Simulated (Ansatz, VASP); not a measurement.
## One calculation of Hf3TiN4, two programs

```xyz
8
Lattice="3.1762 0.0000 0.0000 0.0000 3.1762 0.0000 0.0000 0.0000 8.9784" Properties=species:S:1:pos:R:3 pbc="T T T"
Hf    1.5881    1.5881    2.1561
Hf    0.0000    0.0000    4.4892
Hf    1.5881    1.5881    6.8223
Ti    0.0000    0.0000    0.0000
N     0.0000    0.0000    2.2102
N     1.5881    1.5881    4.4892
N     0.0000    0.0000    6.7682
N     1.5881    1.5881    0.0000
```

Alike in both runs: functional PBE; k mesh 12 × 12 × 4; occupations gaussian, width 0.1 eV; no spin polarisation.

Ansatz relaxed the structure, and its values are those at the end. VASP's run is a single point on that final structure, the one shown.

|  | VASP | Ansatz |
| --- | --- | --- |
| version | VASP 6.6.1 | Ansatz 0.2.0 |
| potentials or method | VASP PAW PBE potentials, release 64 (Hf_pv, Ti_sv, N), cutoff 520 eV | scalar-relativistic, plane waves, PAW |
| valence electrons in the cell | 62 | 110 |

VASP gave:

| Item | Value |
| --- | --- |
| gap on the k mesh at the Fermi level (eV) | none |
| pressure (GPa) | -1.8 |
| rms of the force components (eV/Å) | 0.016 |

Q: Estimate Ansatz's values.

A: gap on the k mesh at the Fermi level (eV): none; pressure (GPa): 0.0; rms of the force components (eV/Å): 0.002.

A gap of «none» marks a metal or a gap that the smearing closes. The functional is the same, so the differences come from potentials, cutoffs and numerics. VASP's potentials hold 62 valence electrons a cell and Ansatz's 110, so a difference there can come from the potentials and not from the codes.

Spin-orbit coupling is off throughout.
